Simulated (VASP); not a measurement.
# BiSe3 (Pm-3m) in VASP: a series of runs

BiSe3 is run at these levels: PBE; tasks: single point.

All numbers are computed with VASP 6.6.1; they aren't measurements. Logs are shortened: lines on timing, memory, paths and dates and some standing lists are left out, and cuts for length are marked.

**1. The cell of the first run**

The structure is cubic, space group Pm-3m (No. 221). Conventional cell: a = 4.553 Å, b = 4.553 Å, c = 4.553 Å, α = 90.00°, β = 90.00°, γ = 90.00°. Within 4.2 Å of Bi (site symmetry m-3m) lie 12 Se at 3.22 Å. Within 4.2 Å of Se (site symmetry 4/mmm) lie 4 Bi at 3.22 Å and 8 Se at 3.22 Å.

**2. Single point, PBE**

The input, INCAR:

```
SYSTEM = BiSe3
PREC = Accurate
ENCUT = 520
EDIFF = 1E-7
ISMEAR = 0
SIGMA = 0.1
LREAL = .FALSE.
LASPH = .TRUE.
NELM = 60
ALGO = Normal
ISIF = 2
LWAVE = .FALSE.
LCHARG = .FALSE.
GGA = PE
NBANDS = 24
```

The input, KPOINTS:

```
regular mesh
0
G
  4 4 4
  0 0 0
```

The input, POSCAR:

```
BiSe3
1.0
    4.5528011808      0.0000000000      0.0000000000
    0.0000000000      4.5528011808      0.0000000000
    0.0000000000      0.0000000000      4.5528011808
Bi Se
1 3
Direct
    0.0000000000      0.0000000000      0.0000000000
    0.0000000000      0.5000000000      0.5000000000
    0.5000000000      0.0000000000      0.5000000000
    0.5000000000      0.5000000000      0.0000000000
```

Potentials or basis: VASP PAW PBE potentials, release 64 (Bi_d, Se).

On the command line:

```console
> cat potpaw_PBE.64/Bi_d/POTCAR potpaw_PBE.64/Se/POTCAR > POTCAR
> mpirun -np 1 vasp_std > vasp.out
```

OUTCAR:

```text
SYSTEM = BiSe3
   PREC = Accurate
   ENCUT = 520
   EDIFF = 1E-7
   ISMEAR = 0
   LREAL = .FALSE.
   LASPH = .TRUE.
   NELM = 60
   ISIF = 2
   GGA = PE

 ion  position               nearest neighbor table
   1  0.000  0.000  0.000-   2 3.22   3 3.22   4 3.22   2 3.22   3 3.22   2 3.22   4 3.22   2 3.22
                             3 3.22   4 3.22   3 3.22   4 3.22
   2  0.000  0.500  0.500-   1 3.22   1 3.22   1 3.22   1 3.22
   3  0.500  0.000  0.500-   1 3.22   1 3.22   1 3.22   1 3.22
   4  0.500  0.500  0.000-   1 3.22   1 3.22   1 3.22   1 3.22

  LATTYP: Found a simple cubic cell.
 ALAT       =     4.5528011808

  Lattice vectors:

 A1 = (   4.5528011808,   0.0000000000,   0.0000000000)
 A2 = (   0.0000000000,   4.5528011808,   0.0000000000)
 A3 = (   0.0000000000,   0.0000000000,   4.5528011808)

Analysis of symmetry for initial positions (statically):
=====================================================================
 Subroutine PRICEL returns:
 Original cell was already a primitive cell.

 Routine SETGRP: Setting up the symmetry group for a
 simple cubic supercell.

 Subroutine GETGRP returns: Found 48 space group operations
 (whereof 48 operations were pure point group operations)
 out of a pool of 48 trial point group operations.

The static configuration has the point symmetry O_h .

Analysis of symmetry for dynamics (positions and initial velocities):
=====================================================================
 Subroutine PRICEL returns:
 Original cell was already a primitive cell.

 Routine SETGRP: Setting up the symmetry group for a
 simple cubic supercell.

 Subroutine GETGRP returns: Found 48 space group operations
 (whereof 48 operations were pure point group operations)
 out of a pool of 48 trial point group operations.

The dynamic configuration has the point symmetry O_h .

 Subroutine INISYM returns: Found 48 space group operations
 (whereof 48 operations are pure point group operations),
 and found     1 'primitive' translations

----------------------------------------------------------------------------------------

                                     Primitive cell

  volume of cell :      94.3705

  direct lattice vectors                    reciprocal lattice vectors
     4.552801181  0.000000000  0.000000000     0.219644997  0.000000000  0.000000000
     0.000000000  4.552801181  0.000000000     0.000000000  0.219644997  0.000000000
     0.000000000  0.000000000  4.552801181     0.000000000  0.000000000  0.219644997

  length of vectors
     4.552801181  4.552801181  4.552801181     0.219644997  0.219644997  0.219644997

  position of ions in fractional coordinates (direct lattice)
     0.000000000  0.000000000  0.000000000
     0.000000000  0.500000000  0.500000000
     0.500000000  0.000000000  0.500000000
     0.500000000  0.500000000  0.000000000

  ion indices of the primitive-cell ions
   primitive index   ion index
                 1           1
                 2           2
                 3           3
                 4           4

----------------------------------------------------------------------------------------

 KPOINTS: regular mesh

Automatic generation of k-mesh.
 Grid dimensions read from file:
 generate k-points for:    4    4    4

 Generating k-lattice:

  Cartesian coordinates                     Fractional coordinates (reciprocal lattice)
     0.054911249  0.000000000  0.000000000     0.250000000  0.000000000  0.000000000
     0.000000000  0.054911249  0.000000000     0.000000000  0.250000000  0.000000000
     0.000000000  0.000000000  0.054911249     0.000000000  0.000000000  0.250000000

  Length of vectors
     0.054911249  0.054911249  0.054911249

  Shift w.r.t. Gamma in fractional coordinates (k-lattice)
     0.000000000  0.000000000  0.000000000

 Subroutine IBZKPT returns following result:
 ===========================================

 Found     10 irreducible k-points:

 Following reciprocal coordinates:
            Coordinates               Weight
  0.000000  0.000000  0.000000      1.000000
  0.250000  0.000000  0.000000      6.000000
  0.500000  0.000000  0.000000      3.000000
  0.250000  0.250000  0.000000     12.000000
  0.500000  0.250000  0.000000     12.000000
  0.500000  0.500000  0.000000      3.000000
  0.250000  0.250000  0.250000      8.000000
  0.500000  0.250000  0.250000     12.000000
  0.500000  0.500000  0.250000      6.000000
  0.500000  0.500000  0.500000      1.000000
   k-points           NKPTS =     10   k-points in BZ     NKDIM =     10   number of bands    NBANDS=     24
   number of dos      NEDOS =    301   number of ions     NIONS =      4
   total plane-waves  NPLWV =  46656
   dimension x,y,z NGX =    36 NGY =   36 NGZ =   36
   dimension x,y,z NGXF=    72 NGYF=   72 NGZF=   72
   ions per type =               1   3
   NGX,Y,Z   is equivalent  to a cutoff of  13.15, 13.15, 13.15 a.u.
   NGXF,Y,Z  is equivalent  to a cutoff of  26.29, 26.29, 26.29 a.u.
 SYSTEM =  BiSe3
   PREC   = accura    normal or accurate (medium, high low for compatibility)
   ISTART =      0    job   : 0-new  1-cont  2-samecut
   ICHARG =      2    charge: 1-file 2-atom 10-const
   ISPIN  =      1    spin polarized calculation?
   LNONCOLLINEAR =      F non collinear calculations
   LSORBIT =      F    spin-orbit coupling
   LASPH  =      T    aspherical Exc in radial PAW
   ENCUT  =  520.0 eV  38.22 Ry    6.18 a.u.   8.47  8.47  8.47*2*pi/ulx,y,z
   NELM   =     60;   NELMIN=  2; NELMDL= -5     # of ELM steps
   EDIFF  = 0.1E-06   stopping-criterion for ELM
   LREAL  =      F    real-space projection
   EDIFFG = 0.1E-05   stopping-criterion for IOM
   NSW    =      0    number of steps for IOM
   IBRION =     -1    ionic relax: 0-MD 1-quasi-New 2-CG
   NFREE  =      0    steps in history (QN), initial steepest desc. (CG)
   ISIF   =      2    stress and relaxation
   ISYM   =      2    0-nonsym 1-usesym 2-fastsym
   POTIM  = 0.5000    time-step for ionic-motion
   TEBEG  =    0.0;   TEEND  =   0.0 temperature during run
   PSTRESS=    0.0 pullay stress
   NELECT =      33.0000    total number of electrons
   NUPDOWN=      -1.0000    fix difference up-down
   EMIN   =  10.00;   EMAX   =-10.00  energy-range for DOS
   EFERMI =   0.00;   METHOD = LEGACY
   ISMEAR =     0;   SIGMA  =   0.10  broadening in eV -4-tet -1-fermi 0-gaus
   EFERMI_NEDOS =   21; number of points for ismear=-14 and -15
   IALGO  =     38    algorithm
   IMIX   =      4    mixing-type and parameters
     AMIX     =   0.40;   BMIX     =  1.00
     AMIX_MAG =   1.60;   BMIX_MAG =  1.00
  volume/ion in A,a.u.               =      23.59       159.21
  Fermi-wavevector in a.u.,A,eV,Ry     =   1.153367  2.179547 18.099219  1.330255
  Thomas-Fermi vector in A             =   2.290011
   LORBIT       =      0    0 simple, 1 ext, 2 COOP (PROOUT), +10 PAW based schemes
   GGA     = PE    functional components
   LHFCALC =     F    Hartree Fock is set to
   AEXX    =    0.0000 exact exchange contribution
   IVDW    =     0    specifies the selected vdW correction
   LEPSILON=     F    determine dielectric tensor
   LRPA    =     F    only Hartree local field effects (RPA)
 non-spin polarized calculation
 Gauss-broadening in eV      SIGMA  =   0.10
  energy-cutoff  :      520.00
  volume of cell :       94.37
 maximum number of plane-waves:      2560
 NGX is ok and might be reduce to    36
   NGX = 17   NGY = 17   NGZ = 17

 number of electron      33.0000006 magnetization

 Free energy of the ion-electron system (eV)
  ---------------------------------------------------
  ext. energy  EPLUGINS =         0.00000000
  ---------------------------------------------------
  free energy    TOTEN  =       -12.79640738 eV

  energy without entropy =      -12.77302974  energy(sigma->0) =      -12.78471856

 E-fermi :   5.8155     XC(G=0): -10.3602

 val. band max:        5.7904133058   @ k =   0.2500   0.0000   0.0000
 cond. band min:       5.8826765763   @ k =   0.5000   0.2500   0.2500
 fundamental gap:      0.0922632705
 Fermi energy:         5.8154824280

 k-point     1 :       0.0000    0.0000    0.0000
  band No.  band energies     occupation
      1     -17.4086      2.00000
      2     -17.4086      2.00000
      3     -17.3962      2.00000
      4     -17.3962      2.00000
      5     -17.3962      2.00000
      6      -9.2036      2.00000
[... 16 lines left out ...]
     23      10.5791      0.00000
     24      11.2032      0.00000

 k-point     2 :       0.2500    0.0000    0.0000
  band No.  band energies     occupation
      1     -17.4078      2.00000
      2     -17.4039      2.00000
      3     -17.3981      2.00000
      4     -17.3981      2.00000
      5     -17.3961      2.00000
      6      -8.8393      2.00000
[... 16 lines left out ...]
     23      12.1712      0.00000
     24      12.2739      0.00000

 k-point     3 :       0.5000    0.0000    0.0000
  band No.  band energies     occupation
      1     -17.4071      2.00000
      2     -17.4000      2.00000
      3     -17.4000      2.00000
      4     -17.3993      2.00000
      5     -17.3960      2.00000
      6      -7.9506      2.00000
[... 16 lines left out ...]
     23      13.6928      0.00000
     24      13.8867      0.00000

 k-point     4 :       0.2500    0.2500    0.0000
  band No.  band energies     occupation
      1     -17.4054      2.00000
      2     -17.4012      2.00000
      3     -17.4006      2.00000
      4     -17.3980      2.00000
      5     -17.3980      2.00000
      6      -8.4904      2.00000
[... 16 lines left out ...]
     23      13.2622      0.00000
     24      13.3575      0.00000

 k-point     5 :       0.5000    0.2500    0.0000
  band No.  band energies     occupation
      1     -17.4042      2.00000
      2     -17.4031      2.00000
      3     -17.3999      2.00000
      4     -17.3979      2.00000
      5     -17.3970      2.00000
      6      -7.6628      2.00000
[... 16 lines left out ...]
     23      14.4050      0.00000
     24      14.7075      0.00000

 k-point     6 :       0.5000    0.5000    0.0000
  band No.  band energies     occupation
      1     -17.4062      2.00000
      2     -17.4024      2.00000
      3     -17.3997      2.00000
      4     -17.3997      2.00000
      5     -17.3936      2.00000
      6      -6.9502      2.00000
[... 16 lines left out ...]
     23      13.9172      0.00000
     24      14.8289      0.00000

 k-point     7 :       0.2500    0.2500    0.2500
  band No.  band energies     occupation
      1     -17.4009      2.00000
      2     -17.4009      2.00000
      3     -17.4005      2.00000
      4     -17.4001      2.00000
      5     -17.4001      2.00000
      6      -8.1621      2.00000
[... 16 lines left out ...]
     23      12.5466      0.00000
     24      12.8181      0.00000

 k-point     8 :       0.5000    0.2500    0.2500
  band No.  band energies     occupation
      1     -17.4030      2.00000
      2     -17.4028      2.00000
      3     -17.4003      2.00000
      4     -17.4002      2.00000
      5     -17.3960      2.00000
      6      -7.4128      2.00000
[... 16 lines left out ...]
     23      14.1392      0.00000
     24      14.5932      0.00000

 k-point     9 :       0.5000    0.5000    0.2500
  band No.  band energies     occupation
      1     -17.4059      2.00000
      2     -17.4027      2.00000
      3     -17.4027      2.00000
      4     -17.3978      2.00000
      5     -17.3933      2.00000
      6      -6.8290      2.00000
[... 16 lines left out ...]
     23      14.3540      0.00000
     24      14.9786      0.00000

 k-point    10 :       0.5000    0.5000    0.5000
  band No.  band energies     occupation
      1     -17.4057      2.00000
      2     -17.4057      2.00000
      3     -17.4057      2.00000
      4     -17.3931      2.00000
      5     -17.3931      2.00000
      6      -6.6969      2.00000
[... 16 lines left out ...]
     23      13.6808      0.00000
     24      13.6808      0.00000

------------------------ aborting loop because EDIFF is reached ----------------------------------------

  FORCE on cell =-STRESS in cart. coord.  units (eV):
  Direction    XX          YY          ZZ          XY          YZ          ZX
  --------------------------------------------------------------------------------------
  -------------------------------------------------------------------------------------
  Total       -0.0071959     -0.0071959     -0.0071959      0.0000000     -0.0000000      0.0000000
  in kB       -0.1221686     -0.1221686     -0.1221686      0.0000000     -0.0000000      0.0000000
  external PRESSURE =      -0.1221686 kB  Pullay stress =       0.0000000 kB

 VOLUME and BASIS-vectors are now :
 -----------------------------------------------------------------------------
  energy-cutoff  :      520.00
  volume of cell :       94.37
      direct lattice vectors                 reciprocal lattice vectors
     4.552801181  0.000000000  0.000000000     0.219644997  0.000000000  0.000000000
     0.000000000  4.552801181  0.000000000     0.000000000  0.219644997  0.000000000
     0.000000000  0.000000000  4.552801181     0.000000000  0.000000000  0.219644997

 POSITION                                       TOTAL-FORCE (eV/Angst)
 -----------------------------------------------------------------------------------
      0.00000      0.00000      0.00000         0.000000      0.000000      0.000000
      0.00000      2.27640      2.27640         0.000000      0.000000      0.000000
      2.27640      0.00000      2.27640         0.000000      0.000000      0.000000
      2.27640      2.27640      0.00000         0.000000      0.000000      0.000000
 -----------------------------------------------------------------------------------
    total drift:                                0.000000      0.000000      0.000000

  FREE ENERGIE OF THE ION-ELECTRON SYSTEM (eV)
  ---------------------------------------------------
  free  energy   TOTEN  =       -12.7964073848 eV

  energy  without entropy=      -12.7730297404  energy(sigma->0) =      -12.78471856
```

It took 20 s on 1 thread of Intel Xeon Platinum 8488C (Sapphire Rapids), shared host; peak memory 0.21 GiB.

What came out:

| Quantity | Value |
| --- | --- |
| Free energy | -12.7964 eV |
| Pressure | 0.0 GPa |

Caveat: spin-orbit coupling is left out, which moves the levels of the heavy elements.

**3. Single point, PBE**

This run uses another cell than the first one, of 28.20 Å³/atom, 1.195 times its volume.

The input, INCAR:

```
SYSTEM = BiSe3
PREC     = Accurate       ! precision mode
ENCUT    = 520            ! plane-wave cutoff, eV
EDIFF    = 1E-7           ! SCF threshold, eV
ISMEAR   = 0              ! smearing method
SIGMA    = 0.1            ! smearing width, eV
LREAL    = .False.        ! projectors in reciprocal space
LASPH    = .True.         ! aspherical terms in the spheres
NELM     = 80             ! most SCF steps
ALGO     = Normal         ! electronic algorithm
ISIF     = 2              ! what is computed and relaxed
LWAVE    = .False.        ! write WAVECAR
LCHARG   = .False.        ! write CHGCAR
GGA      = PE             ! functional
NBANDS   = 24             ! bands
```

The input, KPOINTS:

```
Automatic mesh
0
Gamma
  4 4 4
  0 0 0
```

The input, POSCAR:

```
BiSe3
1.0
    4.8318746400      0.0000000000      0.0000000000
    0.0000000000      4.8318746400      0.0000000000
    0.0000000000      0.0000000000      4.8318746400
Bi Se
1 3
Direct
    0.0000000000      0.0000000000      0.0000000000
    0.0000000000      0.5000000000      0.5000000000
    0.5000000000      0.0000000000      0.5000000000
    0.5000000000      0.5000000000      0.0000000000
```

Potentials or basis: VASP PAW PBE potentials, release 64 (Bi_d, Se).

On the command line:

```console
> cat potpaw_PBE.64/Bi_d/POTCAR potpaw_PBE.64/Se/POTCAR > POTCAR
> mpirun -np 1 vasp_std > vasp.out
```

It took 22 s on 1 thread of Intel Xeon Platinum 8488C (Sapphire Rapids), shared host; peak memory 0.21 GiB.

The run converged. Its results:

| Quantity | Value |
| --- | --- |
| Free energy | -12.2867 eV |
| Pressure | -7.5 GPa |

Levels at points of the mesh, in eV from the Fermi level:
```tsv
k point	band 14	band 15	band 16	band 17	band 18	band 19	band 20	band 21
(0.00, 0.00, 0.00)	-0.83	-0.83	0.03	0.03	0.03	3.10	3.10	3.10
(0.50, 0.00, 0.00)	-1.56	-1.42	-1.19	-0.23	0.28	0.28	1.76	1.76
(0.50, 0.50, 0.00)	-1.67	-1.67	-1.54	-0.25	0.75	0.85	2.48	2.48
(0.50, 0.50, 0.50)	0.77	0.77	0.77	0.92	0.92	3.21	3.21	3.21
```

Caveat: spin-orbit coupling is left out, which moves the levels of the heavy elements.
